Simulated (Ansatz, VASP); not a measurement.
# One calculation of V, two programs

The input INCAR:

```
  ALGO = Normal
  EDIFF = 1E-6
  ENCUT = 520
  GGA = PE
  ISIF = 2
  ISMEAR = 0
  LASPH = True
  LCHARG = True
  LELF = True
  LREAL = False
  LVHAR = True
  LWAVE = False
  NBANDS = 12
  NELM = 80
  PREC = Accurate
  SIGMA = 0.2
```

The input KPOINTS:

```
k-points
0
Gamma
  15 15 15
```

Contents of POSCAR:

```
V
1.0
   -1.4991761207      1.4991761207      1.4991761207
    1.4991761207     -1.4991761207      1.4991761207
    1.4991761207      1.4991761207     -1.4991761207
V
1
Direct
    0.0000000000      0.0000000000      0.0000000000
```

Input for Ansatz:

```yaml
crystal:
  lattice:
    - [-1.4991761207, 1.4991761207, 1.4991761207]
    - [1.4991761207, -1.4991761207, 1.4991761207]
    - [1.4991761207, 1.4991761207, -1.4991761207]
  atoms:
    - { symbol: V, position: [0.0, 0.0, 0.0] }
hamiltonian:
  xc: pbe
  pseudopotentials:
    kind: paw
    azcp:
      V: "pseudopotentials/V.paw.azcp"
basis:
  ecutwfc: 420
  fft_grid_basis: typed
kpoints:
  mp_grid: { grid: [15, 15, 15], shift: [0, 0, 0] }
magnetization:
  spin_polarized: false
scf:
  occupations: { method: gaussian, width: 0.2 }
  lower_state_search: "off"
output:
  stress: true
  write_density: true
  write_potential: true
  elf: true
  volumetric_format: npy
```

Alike in both runs: task single point; functional PBE; k mesh 15 × 15 × 15; occupations gaussian, width 0.2 eV; no spin polarisation.

|  | VASP | Ansatz |
| --- | --- | --- |
| version | VASP 6.6.1 | Ansatz 0.2.0 |
| potentials or method | VASP PAW PBE potentials, release 64 (V_sv), cutoff 520 eV | plane waves (420 eV) with PAW, scalar-relativistic |
| valence electrons in the cell | 13 | 13 |

Ansatz gave:

| Quantity | Value |
| --- | --- |
| pressure (GPa) | -0.2 |

What did VASP give for the same quantities?

Pressure (GPa): 0.0.

The functional is the same, so the differences come from potentials, cutoffs and numerics.
